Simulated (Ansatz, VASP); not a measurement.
# ZrS2: VASP beside Ansatz

File POSCAR:

```
ZrS2
1.0
    3.7478870667      0.0000000000      0.0000000000
   -1.8739435333      3.2457654103      0.0000000000
    0.0000000000      0.0000000000      5.7982877114
Zr S
1 2
Direct
    0.0000000000      0.0000000000      0.0000000000
    0.3333333333      0.6666666667      0.2427972949
    0.6666666667      0.3333333333      0.7572027051
```

The input INCAR.step1:

```
SYSTEM = ZrS2
ALGO = Normal
EDIFF = 1E-5
ENCUT = 550
GGA = PE
GGA_COMPAT = .False.
ISMEAR = 0
LASPH = .True.
LCHARG = .False.
LREAL = .False.
LWAVE = .True.
NBANDS = 19
NELM = 120
PREC = Accurate
SIGMA = 0.01
```

INCAR.step2

```
SYSTEM = ZrS2
ALGO = Normal
EDIFF = 1E-6
ENCUT = 550
GGA_COMPAT = .False.
ISIF = 2
ISMEAR = 0
ISTART = 1
LASPH = .True.
LCHARG = .False.
LMIXTAU = .True.
LREAL = .False.
LWAVE = .False.
METAGGA = R2SCAN
NBANDS = 19
NELM = 120
PREC = Accurate
SIGMA = 0.01
```

The input KPOINTS:

```
k-points
0
Gamma
  12 12 4
  0 0 0
```

Input for Ansatz:

```yaml
crystal:
  lattice:
    - [3.7478870667, 0.0, 0.0]
    - [-1.8739435333, 3.2457654103, 0.0]
    - [0.0, 0.0, 5.7982877114]
  atoms:
    - { symbol: Zr, position: [0.0, 0.0, 0.0] }
    - { symbol: S, position: [0.3333333333, 0.6666666667, 0.2427972949] }
    - { symbol: S, position: [0.6666666667, 0.3333333333, 0.7572027051] }
kpoints:
  mp_grid: { grid: [12, 12, 4] }
  band_path:
    path:
      - [0.0, 0.0, 0.0]
      - [0.5, 0.0, 0.0]
      - [0.3333333333, 0.3333333333, 0.0]
      - [0.0, 0.0, 0.5]
      - [0.5, 0.0, 0.5]
      - [0.3333333333, 0.3333333333, 0.5]
      - [-0.067708, 0.03125, 0.0]
      - [0.0, 0.5, 0.5]
    npoints: 1
hamiltonian:
  xc: r2scan
scf:
  occupations: { method: fixed }
  n_extra_bands: 4
output:
  forces: true
  stress: true
  eigenvalues: true
```

Change from the starting cell: epitaxial_xy strain +2.0%.

Alike in both runs: task single point; functional r2SCAN; k mesh 12 × 12 × 4; no spin polarisation.

|  | VASP | Ansatz |
| --- | --- | --- |
| version | VASP 6.6.1 | Ansatz 0.2.0 |
| potentials or method | VASP PAW PBE potentials, release 64 (Zr_sv, S) | plane waves, PAW |
| plane-wave cutoff (eV) | 550 | 500 |
| occupations | gaussian, width 0.01 eV | fixed |
| valence electrons in the cell | 24 | 24 |

VASP gave:

| Item | Value |
| --- | --- |
| gap on the k mesh at the Fermi level (eV) | 1.27 |
| pressure (GPa) | -1.3 |
| traceless stress, the component that is largest in VASP (GPa) | 2.15 |
| rms of the force components (eV/Å) | 0.017 |

Q: Estimate Ansatz's values.

A: gap on the k mesh at the Fermi level (eV): 1.27; pressure (GPa): -1.2; traceless stress, the component that is largest in VASP (GPa): 2.12; rms of the force components (eV/Å): 0.018.

VASP's potentials were made for PBE, not for r2SCAN. Atom by atom the forces differ by 0.001 eV/Å (rms over components).
